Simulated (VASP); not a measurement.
Runs of VASP 6.6.1 on As. The structure is that of space group Fd-3m (No. 227), or close to it. The cells are those of the table. 

```tsv
cell	k mesh	gap on the mesh (eV)	pressure (GPa)
a = 4.240 Å, angles 60.0°, 2 atoms	10 × 10 × 10	none	4.1
a = 4.473 Å, angles 60.0°, 2 atoms	10 × 10 × 10	none	-3.0
a = 4.359 Å, angles 60.0°, 2 atoms	15 × 15 × 15	none	-0.1
a = 4.300 Å, angles 60.0°, 2 atoms	10 × 10 × 10	none	1.8
a = 4.417 Å, angles 60.0°, 2 atoms	10 × 10 × 10	none	-1.7
a = 4.177 Å, angles 60.0°, 2 atoms	10 × 10 × 10	none	(b)
a = 4.359 Å, angles 60.0°, 2 atoms	10 × 10 × 10	none	-0.1
a = 4.527 Å, angles 60.0°, 2 atoms	10 × 10 × 10	none	(a)
```

Alike in all rows: task single point; level revPBE; potentials or basis VASP PAW PBE potentials, release 64 (As); no spin polarisation; cutoff (eV) 520; smearing fermi-dirac 0.1 eV.

Fill in the values left out.

(a) -4.0; (b) 7.0.

Caveats: the PAW data sets were made with another functional, which shifts forces and pressure a little.

A k mesh can miss the band edges, and the runs leave out spin-orbit coupling on As.

A gap of «none» marks levels without a gap at the run's occupations.
